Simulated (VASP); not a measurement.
# Nd (Fm-3m) in VASP: single point with PBE

Aim: the single point of Nd with PBE.

Everything below comes from runs of VASP 6.6.1. Logs are shortened: lines on timing, memory, paths and dates and some standing lists are left out, and cuts for length are marked.

## Step 1: The cell of the first run

The structure is cubic, space group Fm-3m (No. 225). The conventional cell has a = 4.597 Å, b = 4.597 Å, c = 4.597 Å, α = 90.00°, β = 90.00°, γ = 90.00°. Within 4.3 Å of Nd (site symmetry m-3m) lie 12 Nd at 3.25 Å.

## Step 2: Single point, PBE

The input, INCAR:

```
PREC = Accurate ; ENCUT = 520
EDIFF = 1E-6 ; ISMEAR = -1
SIGMA = 0.13605693000000002 ; LREAL = F
LASPH = T ; NELM = 60
ALGO = Normal ; ISIF = 2
LWAVE = F ; LCHARG = F
GGA = PE ; NBANDS = 13
```

The input, KPOINTS:

```
Automatic mesh
0
Gamma
  12 12 12
```

The input, POSCAR:

```
Nd
1.0
    0.0000000000      2.2984551693      2.2984551693
    2.2984551693      0.0000000000      2.2984551693
    2.2984551693      2.2984551693      0.0000000000
Nd
1
Direct
    0.0000000000      0.0000000000      0.0000000000
```

Potentials or basis: VASP PAW PBE potentials, release 64 (Nd).

Run with:

```bash
> cat potpaw_PBE.64/Nd/POTCAR > POTCAR
> mpirun -np 1 vasp_std > vasp.out
```

OUTCAR:

```text
PREC = Accurate
   ENCUT = 520
   EDIFF = 1E-6
   ISMEAR = -1
   LREAL = F
   LASPH = T
   NELM = 60
   ISIF = 2
   GGA = PE

 ion  position               nearest neighbor table
   1  0.000  0.000  0.000-

  LATTYP: Found a face centered cubic cell.
 ALAT       =     4.5969103386

  Lattice vectors:

 A1 = (   0.0000000000,   2.2984551693,   2.2984551693)
 A2 = (   2.2984551693,   0.0000000000,   2.2984551693)
 A3 = (   2.2984551693,   2.2984551693,   0.0000000000)

Analysis of symmetry for initial positions (statically):
=====================================================================
 Subroutine PRICEL returns:
 Original cell was already a primitive cell.

 Routine SETGRP: Setting up the symmetry group for a
 face centered cubic supercell.

 Subroutine GETGRP returns: Found 48 space group operations
 (whereof 48 operations were pure point group operations)
 out of a pool of 48 trial point group operations.

The static configuration has the point symmetry O_h .

Analysis of symmetry for dynamics (positions and initial velocities):
=====================================================================
 Subroutine PRICEL returns:
 Original cell was already a primitive cell.

 Routine SETGRP: Setting up the symmetry group for a
 face centered cubic supercell.

 Subroutine GETGRP returns: Found 48 space group operations
 (whereof 48 operations were pure point group operations)
 out of a pool of 48 trial point group operations.

The dynamic configuration has the point symmetry O_h .

 Subroutine INISYM returns: Found 48 space group operations
 (whereof 48 operations are pure point group operations),
 and found     1 'primitive' translations

----------------------------------------------------------------------------------------

                                     Primitive cell

  volume of cell :      24.2850

  direct lattice vectors                    reciprocal lattice vectors
     0.000000000  2.298455169  2.298455169    -0.217537417  0.217537417  0.217537417
     2.298455169  0.000000000  2.298455169     0.217537417 -0.217537417  0.217537417
     2.298455169  2.298455169  0.000000000     0.217537417  0.217537417 -0.217537417

  length of vectors
     3.250506473  3.250506473  3.250506473     0.376785858  0.376785858  0.376785858

  position of ions in fractional coordinates (direct lattice)
     0.000000000  0.000000000  0.000000000

  ion indices of the primitive-cell ions
[... 74 lines left out ...]
   EDIFF  = 0.1E-05   stopping-criterion for ELM
   LREAL  =      F    real-space projection
   EDIFFG = 0.1E-04   stopping-criterion for IOM
   NSW    =      0    number of steps for IOM
   IBRION =     -1    ionic relax: 0-MD 1-quasi-New 2-CG
   NFREE  =      0    steps in history (QN), initial steepest desc. (CG)
   ISIF   =      2    stress and relaxation
   ISYM   =      2    0-nonsym 1-usesym 2-fastsym
   POTIM  = 0.5000    time-step for ionic-motion
   TEBEG  =    0.0;   TEEND  =   0.0 temperature during run
   PSTRESS=    0.0 pullay stress
   NELECT =      14.0000    total number of electrons
   NUPDOWN=      -1.0000    fix difference up-down
   EMIN   =  10.00;   EMAX   =-10.00  energy-range for DOS
   EFERMI =   0.00;   METHOD = LEGACY
   ISMEAR =    -1;   SIGMA  =   0.14  broadening in eV -4-tet -1-fermi 0-gaus
   EFERMI_NEDOS =   21; number of points for ismear=-14 and -15
   IALGO  =     38    algorithm
   IMIX   =      4    mixing-type and parameters
     AMIX     =   0.40;   BMIX     =  1.00
     AMIX_MAG =   1.60;   BMIX_MAG =  1.00
  volume/ion in A,a.u.               =      24.28       163.88
  Fermi-wavevector in a.u.,A,eV,Ry     =   1.362505  2.574761 25.258130  1.856420
  Thomas-Fermi vector in A             =   2.488989
   LORBIT       =      0    0 simple, 1 ext, 2 COOP (PROOUT), +10 PAW based schemes
   GGA     = PE    functional components
   LHFCALC =     F    Hartree Fock is set to
   AEXX    =    0.0000 exact exchange contribution
   IVDW    =     0    specifies the selected vdW correction
   LEPSILON=     F    determine dielectric tensor
   LRPA    =     F    only Hartree local field effects (RPA)
 non-spin polarized calculation
  energy-cutoff  :      520.00
  volume of cell :       24.28
 maximum number of plane-waves:       664
   NGX = 13   NGY = 13   NGZ = 13

 number of electron      14.0000000 magnetization

 Free energy of the ion-electron system (eV)
  ---------------------------------------------------
  ext. energy  EPLUGINS =         0.00000000
  ---------------------------------------------------
  free energy    TOTEN  =        -5.31989659 eV

  energy without entropy =       -4.70291523  energy(sigma->0) =       -5.01140591

 E-fermi :   7.1116     XC(G=0): -11.6233

 val. band max:        7.1080911682   @ k =   0.0833   0.0833   0.0000
 cond. band min:       7.1146985969   @ k =  -0.3333   0.3333   0.0833
 fundamental gap:      0.0066074287
 Fermi energy:         7.1115959869

 k-point     1 :       0.0000    0.0000    0.0000
  band No.  band energies     occupation
      1     -29.9866      2.00000
      2      -9.6415      2.00000
      3      -9.6415      2.00000
      4      -9.6415      2.00000
      5       3.9323      2.00000
      6       6.6696      1.92525
      7       7.1524      0.85126
      8       7.1524      0.85126
      9       7.1524      0.85126
     10       7.7671      0.01604
     11       7.7671      0.01604
     12       7.7671      0.01603
     13       9.2878      0.00000
[... 354 lines left out ...]
  band No.  band energies     occupation
      1     -29.4269      2.00000
      2     -12.3097      2.00000
      3     -10.6044      2.00000
      4     -10.1194      2.00000
      5       5.9778      1.99952
      6       6.5465      1.96907
      7       7.1614      0.81916
      8       7.2035      0.67444
      9       7.4936      0.11382
     10       7.4975      0.11078
     11       7.6457      0.03869
     12       7.6946      0.02718
     13       8.4580      0.00010

 [... further k-points ...]
[... 5 lines left out ...]
  --------------------------------------------------------------------------------------
  -------------------------------------------------------------------------------------
  Total        0.0466476      0.0466476      0.0466476      0.0000000      0.0000000      0.0000000
  in kB        3.0775277      3.0775277      3.0775277      0.0000000      0.0000000      0.0000000
  external PRESSURE =       3.0775277 kB  Pullay stress =       0.0000000 kB

 VOLUME and BASIS-vectors are now :
 -----------------------------------------------------------------------------
  energy-cutoff  :      520.00
  volume of cell :       24.28
      direct lattice vectors                 reciprocal lattice vectors
     0.000000000  2.298455169  2.298455169    -0.217537417  0.217537417  0.217537417
     2.298455169  0.000000000  2.298455169     0.217537417 -0.217537417  0.217537417
     2.298455169  2.298455169  0.000000000     0.217537417  0.217537417 -0.217537417

 POSITION                                       TOTAL-FORCE (eV/Angst)
 -----------------------------------------------------------------------------------
      0.00000      0.00000      0.00000         0.000000      0.000000      0.000000
 -----------------------------------------------------------------------------------
    total drift:                                0.000000      0.000000      0.000000

  FREE ENERGIE OF THE ION-ELECTRON SYSTEM (eV)
  ---------------------------------------------------
  free  energy   TOTEN  =        -5.3198965883 eV

  energy  without entropy=       -4.7029152291  energy(sigma->0) =       -5.01140591
```

Run time: 22 s. Hardware: 1 thread of Intel Xeon Platinum 8259CL at 2.50GHz (Skylake/Cascade Lake), shared host; peak memory 0.16 GiB.

What came out:

```
Free energy            : -5.3199 eV
Pressure               : 0.3 GPa
Band gap on the k mesh : zero (band 7 reaches 7.34 eV, above the bottom of band 8 at 7.02 eV)
```

Caveat: spin-orbit coupling is left out, which moves the levels of the heavy elements.
